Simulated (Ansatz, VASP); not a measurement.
**CO2: VASP beside Ansatz**

```
C O
1.0
     5.53483    0.00000    0.00000
     0.00000    5.53483    0.00000
     0.00000    0.00000    6.09551
C O
4 8
Cartesian
  0.0000 0.0000 0.0000
  2.7674 0.0000 3.0478
  2.7674 2.7674 0.0000
  0.0000 2.7674 3.0478
  0.6170 0.6170 0.6795
  2.1504 4.9178 3.7273
  3.3845 2.1504 5.4160
  4.9178 3.3845 2.3682
  4.9178 4.9178 5.4160
  3.3845 0.6170 2.3682
  2.1504 3.3845 0.6795
  0.6170 2.1504 3.7273
```

Alike in both runs: task single point; functional PBE; k mesh 4 × 4 × 4; occupations gaussian, width 0.05 eV; no spin polarisation.

|  | VASP | Ansatz |
| --- | --- | --- |
| version | VASP 6.6.1 | Ansatz 0.2.0 |
| potentials or method | VASP PAW PBE potentials, release 64 (C, O), cutoff 520 eV | scalar-relativistic, plane waves, PAW |
| valence electrons in the cell | 64 | 64 |

Ansatz gave:

```
gap on the k mesh at the Fermi level (eV)                     : 7.14
least direct gap on the mesh (eV)                             : 7.14
pressure (GPa)                                                : 20.9
traceless stress, the component that is largest in VASP (GPa) : 2.27
rms of the force components (eV/Å)                            : 3.785
```

**Question.** Estimate VASP's values.

**Answer.** gap on the k mesh at the Fermi level (eV): 7.13; least direct gap on the mesh (eV): 7.13; pressure (GPa): 23.2; traceless stress, the component that is largest in VASP (GPa): 2.59; rms of the force components (eV/Å): 4.265.

Atom by atom the forces differ by 0.481 eV/Å (rms over components). With one functional, cell and mesh, what is left measures potentials, basis and numerics.

Noted on VASP's run: the standard files for N, O and F lose accuracy on very short bonds.
